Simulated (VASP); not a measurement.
# ZrSn3O8 (Cmmm) in VASP: notebook, part 2 of 2

VASP 6.6.1. The steps go on from the part before.

### Step 3. Single point, PBEsol

This run uses another cell than the first one, of 12.35 Å³/atom.

File INCAR:

```
PREC = Accurate ; ENCUT = 520
EDIFF = 1E-6 ; ISMEAR = -1
SIGMA = 0.02 ; LREAL = F
LASPH = T ; NELM = 80
ALGO = Normal ; ISIF = 2
LWAVE = F ; LCHARG = F
GGA = PS ; NBANDS = 63
```

File KPOINTS:

```
Automatic mesh
0
Gamma
  6 6 4
```

File POSCAR:

```
ZrSn3O8
1.0
    3.3829982387     -3.3985622667      0.0000000000
    3.3829982387      3.3985622667      0.0000000000
    0.0000000000      0.0000000000      6.4436390180
Sn Zr O
3 1 8
Direct
    0.5000000000      0.5000000000      0.2510836900
    0.5000000000      0.5000000000      0.7489163100
    0.0000000000      0.0000000000      0.5000000000
    0.0000000000      0.0000000000      0.0000000000
    0.1950550104      0.1950550104      0.2516177416
    0.8049449896      0.8049449896      0.2516177416
    0.6923131167      0.3076868833      0.0000000000
    0.3076868833      0.6923131167      0.0000000000
    0.1950550104      0.1950550104      0.7483822584
    0.8049449896      0.8049449896      0.7483822584
    0.6951149747      0.3048850253      0.5000000000
    0.3048850253      0.6951149747      0.5000000000
```

Potentials or basis: VASP PAW PBE potentials, release 64 (Sn_d, Zr_sv, O).

On the command line:

```bash
$ cat potpaw_PBE.64/Sn_d/POTCAR potpaw_PBE.64/Zr_sv/POTCAR potpaw_PBE.64/O/POTCAR > POTCAR
$ mpirun -np 1 vasp_std > vasp.out
```

OUTCAR:

```text
PREC = Accurate
   ENCUT = 520
   EDIFF = 1E-6
   ISMEAR = -1
   LREAL = F
   LASPH = T
   NELM = 80
   ISIF = 2
   GGA = PS

 ion  position               nearest neighbor table
   1  0.500  0.500  0.251-   5 2.06   6 2.06   7 2.08   8 2.08  11 2.08  12 2.08   2 3.21   2 3.24
                             3 3.74   3 3.74   4 3.75   4 3.75   3 3.76   3 3.76   4 3.76   4 3.76
   2  0.500  0.500  0.749-   9 2.06  10 2.06   7 2.08   8 2.08  11 2.08  12 2.08   1 3.21   1 3.24
                             3 3.74   3 3.74   4 3.75   4 3.75   3 3.76   3 3.76   4 3.76   4 3.76
   3  0.000  0.000  0.500-  11 2.07  12 2.07   9 2.07  10 2.07   5 2.07   6 2.07   4 3.22   4 3.22
                             1 3.74   2 3.74   1 3.74   2 3.74   1 3.76   2 3.76   1 3.76   2 3.76
   4  0.000  0.000  0.000-   5 2.09   6 2.09   9 2.09  10 2.09   7 2.09   8 2.09   3 3.22   3 3.22
                             1 3.75   2 3.75   1 3.75   2 3.75   1 3.76   2 3.76   1 3.76   2 3.76
   5  0.195  0.195  0.252-   1 2.06   3 2.07   4 2.09
   6  0.805  0.805  0.252-   1 2.06   3 2.07   4 2.09
   7  0.692  0.308  0.000-   1 2.08   2 2.08   4 2.09
   8  0.308  0.692  0.000-   1 2.08   2 2.08   4 2.09
[... 1802 lines left out ...]
------------------------ aborting loop because EDIFF is reached ----------------------------------------

  FORCE on cell =-STRESS in cart. coord.  units (eV):
  Direction    XX          YY          ZZ          XY          YZ          ZX
  --------------------------------------------------------------------------------------
  -------------------------------------------------------------------------------------
  Total        0.4362356      0.4282162      0.6800416      0.0000000      0.0000000      0.0000000
  in kB        4.7170822      4.6303680      7.3533947      0.0000000      0.0000000      0.0000000
  external PRESSURE =       5.5669483 kB  Pullay stress =       0.0000000 kB

 VOLUME and BASIS-vectors are now :
 -----------------------------------------------------------------------------
  energy-cutoff  :      520.00
  volume of cell :      148.17
      direct lattice vectors                 reciprocal lattice vectors
     3.382998239 -3.398562267  0.000000000     0.147797890 -0.147121036  0.000000000
     3.382998239  3.398562267  0.000000000     0.147797890  0.147121036  0.000000000
     0.000000000  0.000000000  6.443639018     0.000000000  0.000000000  0.155191810

 POSITION                                       TOTAL-FORCE (eV/Angst)
 -----------------------------------------------------------------------------------
      3.38300      0.00000      1.61789         0.000000      0.000000     -0.002211
      3.38300      0.00000      4.82575         0.000000      0.000000      0.002211
      0.00000      0.00000      3.22182         0.000000      0.000000      0.000000
      0.00000      0.00000      0.00000         0.000000      0.000000      0.000000
      1.31974      0.00000      1.62133         0.005719      0.000000     -0.008024
      5.44625      0.00000      1.62133        -0.005719      0.000000     -0.008024
      3.38300     -1.30718      0.00000         0.000000     -0.027280      0.000000
      3.38300      1.30718      0.00000         0.000000      0.027280      0.000000
      1.31974      0.00000      4.82231         0.005719      0.000000      0.008024
      5.44625      0.00000      4.82231        -0.005719      0.000000      0.008024
      3.38300     -1.32622      3.22182         0.000000     -0.012997      0.000000
      3.38300      1.32622      3.22182         0.000000      0.012997      0.000000
 -----------------------------------------------------------------------------------
    total drift:                                0.000000     -0.000000      0.000000

  FREE ENERGIE OF THE ION-ELECTRON SYSTEM (eV)
  ---------------------------------------------------
  free  energy   TOTEN  =       -89.0908212803 eV

  energy  without entropy=      -89.0908212803  energy(sigma->0) =      -89.09082128
```

It took 2.6 min on 1 thread of Intel Xeon 6975P-C (Granite Rapids), shared host; peak memory 0.41 GiB.

What came out:

| Property | Result |
| --- | --- |
| Free energy | -89.0908 eV |
| Pressure | 0.6 GPa |
| Largest force | 0.027 eV/Å |
| Band gap on the k mesh | 1.94 eV |

Forces in eV/Å, atoms in the order of the input:
```
Sn   0.000  0.000 -0.002
Sn   0.000  0.000  0.002
Sn   0.000  0.000  0.000
Zr   0.000  0.000  0.000
O    0.006  0.000 -0.008
O   -0.006  0.000 -0.008
O    0.000 -0.027  0.000
O    0.000  0.027  0.000
O    0.006  0.000  0.008
O   -0.006  0.000  0.008
O    0.000 -0.013  0.000
O    0.000  0.013  0.000
```

Stress tensor (GPa, compression positive):
```
0.47 0.00 0.00
0.00 0.46 0.00
0.00 0.00 0.74
```

Caveat: the PAW data sets were made with another functional, which shifts forces and pressure a little; spin-orbit coupling is left out, which moves the levels of the heavy elements.
